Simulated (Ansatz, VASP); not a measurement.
Y: VASP beside Ansatz

POSCAR

```
Y
1.0
    1.8253862983      1.0538872707      8.7249510165
   -1.8253862983      1.0538872707      8.7249510165
    0.0000000000     -2.1077745414      8.7249510165
Y
3
Direct
    0.0000000000      0.0000000000      0.0000000000
    0.2211244500      0.2211244500      0.2211244500
    0.7788755500      0.7788755500      0.7788755500
```

File INCAR.step1:

```
  PREC = Accurate
  ENCUT = 520
  ISMEAR = 0
  SIGMA = 0.1
  LREAL = False
  LASPH = True
  NELM = 100
  NBANDS = 24
  GGA = PE
  ALGO = Normal
  EDIFF = 1E-4
  LWAVE = True
  LCHARG = False
```

Contents of INCAR.step2:

```
  PREC = Accurate
  ENCUT = 520
  EDIFF = 1E-7
  ISMEAR = 0
  SIGMA = 0.1
  LREAL = False
  LASPH = True
  NELM = 100
  ALGO = Normal
  ISIF = 2
  LWAVE = False
  LCHARG = False
  METAGGA = R2SCAN
  LMIXTAU = True
  NBANDS = 24
  ISTART = 1
```

File KPOINTS:

```
Automatic mesh
0
Gamma
  6 6 6
```

Input for Ansatz:

```yaml
crystal:
  lattice:
    - [1.8253862983, 1.0538872707, 8.7249510165]
    - [-1.8253862983, 1.0538872707, 8.7249510165]
    - [0.0, -2.1077745414, 8.7249510165]
  atoms:
    - { symbol: "Y", position: [0.0, 0.0, 0.0] }
    - { symbol: "Y", position: [0.22112445, 0.22112445, 0.22112445] }
    - { symbol: "Y", position: [0.77887555, 0.77887555, 0.77887555] }
basis:
  ecutwfc: 500
kpoints:
  mp_grid: { grid: [6, 6, 6] }
hamiltonian:
  xc: r2scan
scf:
  occupations: { method: gaussian, width: 0.1 }
  lower_state_search: "off"
output:
  forces: true
  stress: true
  eigenvalues: true
```

Alike in both runs: task single point; functional r2SCAN; k mesh 6 × 6 × 6; occupations gaussian, width 0.1 eV; no spin polarisation.

```csv
,VASP,Ansatz
version,VASP 6.6.1,Ansatz 0.2.0
potentials or method,"VASP PAW PBE potentials, release 64 (Y_sv), cutoff 520 eV","scalar-relativistic, plane waves, PAW"
valence electrons in the cell,33,33
```

|  | VASP | Ansatz | Ansatz less VASP |
| --- | --- | --- | --- |
| gap on the k mesh at the Fermi level (eV) | none | none | - |
| pressure (GPa) | -0.3 | -0.4 | -0.07 |
| traceless stress, the component that is largest in VASP (GPa) | -0.62 | -0.62 | -0.003 |
| rms of the force components (eV/Å) | 0.049 | 0.049 | +0.0008 |

VASP's potentials were made for PBE, not for r2SCAN. Atom by atom the forces differ by 0.001 eV/Å (rms over components). A gap of «none» marks a metal or a gap that the smearing closes.
